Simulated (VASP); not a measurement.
Here is a VASP 6.6.1 calculation.

The input INCAR:

```
PREC     = Accurate       # precision mode
ENCUT    = 500            # plane-wave cutoff, eV
EDIFF    = 1E-6           # SCF threshold, eV
ISMEAR   = 0              # smearing method
SIGMA    = 0.02           # smearing width, eV
LREAL    = False          # projectors in reciprocal space
LASPH    = True           # aspherical terms in the spheres
NELM     = 120            # most SCF steps
ALGO     = Normal         # electronic algorithm
ISIF     = 2              # what is computed and relaxed
LWAVE    = False          # write WAVECAR
LCHARG   = False          # write CHGCAR
GGA      = PS             # functional
NBANDS   = 26             # bands
GGA_COMPAT= False
```

Contents of KPOINTS:

```
Automatic mesh
0
Gamma
  6 6 4
```

The input POSCAR:

```
CdS
1.0
    4.0837903320      0.0000000000      0.0000000000
   -2.0418951660      3.5366661713      0.0000000000
    0.0000000000      0.0000000000      6.6410264451
Cd S
2 2
Direct
    0.3333333333      0.6666666667      0.0001902215
    0.6666666667      0.3333333333      0.5001902215
    0.3333333333      0.6666666667      0.3768097785
    0.6666666667      0.3333333333      0.8768097785
```

Potentials or basis: VASP PAW PBE potentials, release 64 (Cd, S).

Launch:

```console
$ cat potpaw_PBE.64/Cd/POTCAR potpaw_PBE.64/S/POTCAR > POTCAR
$ mpirun -np 1 vasp_std > vasp.out
```

Q: Estimate the pressure.

A: 2.4 GPa.

Q: Estimate the band gap on the k mesh.

A: 1.16 eV, direct.

Forces on the atoms (eV/Å):
```
Cd   0.000  0.000  0.003
Cd   0.000  0.000  0.003
S    0.000  0.000 -0.003
S    0.000  0.000 -0.003
```

Caveat: the cell differs from its parent crystal (strained cell); the PAW data sets were made with another functional, which shifts forces and pressure a little.
